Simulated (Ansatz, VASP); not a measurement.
# Si2Mo in VASP and in Ansatz

Contents of INCAR:

```
SYSTEM = Si2Mo
PREC = Accurate ; ENCUT = 520
EDIFF = 1E-6 ; ISMEAR = 0
SIGMA = 0.15 ; LREAL = .FALSE.
LASPH = .TRUE. ; NELM = 80
ALGO = Normal ; ISIF = 2
LWAVE = .FALSE. ; LCHARG = .TRUE.
GGA = PS ; LELF = .TRUE.
LVHAR = .TRUE. ; NBANDS = 18
```

File KPOINTS:

```
regular mesh
0
G
  20 20 20
  0 0 0
```

The input POSCAR:

```
Si2Mo
1.0
   -1.5950350850      1.5950350850      3.7347108617
    1.5950350850     -1.5950350850      3.7347108617
    1.5950350850      1.5950350850     -3.7347108617
Si Mo
2 1
Direct
    0.3350596647      0.3350596647      0.0000000000
    0.6649403353      0.6649403353      0.0000000000
    0.0000000000      0.0000000000      0.0000000000
```

Input for Ansatz:

```yaml
crystal:
  lattice:
    - [-1.595035085, 1.595035085, 3.7347108617]
    - [1.595035085, -1.595035085, 3.7347108617]
    - [1.595035085, 1.595035085, -3.7347108617]
  atoms:
    - { symbol: Si, position: [0.3350596647, 0.3350596647, 0.0] }
    - { symbol: Si, position: [0.6649403353, 0.6649403353, 0.0] }
    - { symbol: Mo, position: [0.0, 0.0, 0.0] }
basis:
  ecutwfc: 420
kpoints:
  mp_grid: { grid: [20, 20, 20] }
hamiltonian:
  xc: pbesol
scf:
  occupations: { method: gaussian, width: 0.15 }
output:
  forces: true
  stress: true
  eigenvalues: true
```

Change from the starting cell: strain -0.0450 x Voigt [0, 0, 1, 0, 0, 0], atoms carried along.

Alike in both runs: task single point; functional PBEsol; k mesh 20 × 20 × 20; occupations gaussian, width 0.15 eV; no spin polarisation.

|  | VASP | Ansatz |
| --- | --- | --- |
| version | VASP 6.6.1 | Ansatz 0.2.0 |
| potentials or method | VASP PAW PBE potentials, release 64 (Si, Mo_sv), cutoff 520 eV | scalar-relativistic, plane waves, PAW |
| valence electrons in the cell | 22 | 22 |

VASP gave:

```
gap on the k mesh at the Fermi level (eV)                     : none
pressure (GPa)                                                : 13.4
traceless stress, the component that is largest in VASP (GPa) : 15.88
rms of the force components (eV/Å)                            : 0.060
```

**Question.** Estimate Ansatz's values.

**Answer.** gap on the k mesh at the Fermi level (eV): none; pressure (GPa): 12.9; traceless stress, the component that is largest in VASP (GPa): 15.84; rms of the force components (eV/Å): 0.059.

VASP's potentials were made for PBE, not for PBEsol. Atom by atom the forces differ by 0.001 eV/Å (rms over components). A gap of «none» marks a metal or a gap that the smearing closes.
